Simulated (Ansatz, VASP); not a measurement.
**BeRe2O3 in VASP and in Ansatz**

```
CELL_PARAMETERS angstrom
4.78840 0.00000 0.00000
-2.39420 4.14687 0.00000
0.00000 0.00000 2.91574
ATOMIC_POSITIONS crystal
Be 0.00000 0.00000 0.00000
Re 0.33333 0.66667 0.00000
Re 0.66667 0.33333 0.00000
O 0.50000 0.00000 0.50000
O 0.50000 0.50000 0.50000
O 0.00000 0.50000 0.50000
```

Alike in both runs: task relaxation of cell and atoms; functional PBE; k mesh 6 × 6 × 6; occupations gaussian, width 0.1 eV; no spin polarisation.

|  | VASP | Ansatz |
| --- | --- | --- |
| version | VASP 6.6.1 | Ansatz 0.2.0 |
| potentials or method | VASP PAW PBE potentials, release 64 (Be, Re, O), cutoff 600 eV | scalar-relativistic, plane waves, PAW |
| valence electrons in the cell | 34 | 50 |

Ansatz gave:

* gap on the k mesh at the Fermi level, each at its own relaxed structure (eV): none
* relaxed volume (Å³/atom): 10.68
* relaxed length of the cell vector where the two differ most in proportion (Å): 3.322

Task: Which values does VASP return?

Result: gap on the k mesh at the Fermi level, each at its own relaxed structure (eV): none; relaxed volume (Å³/atom): 10.73; relaxed length of the cell vector where the two differ most in proportion (Å): 3.334.

A gap of «none» marks a metal or a gap that the smearing closes. VASP's potentials hold 34 valence electrons a cell and Ansatz's 50, so a difference there can come from the potentials and not from the codes.

Spin-orbit coupling is off throughout.
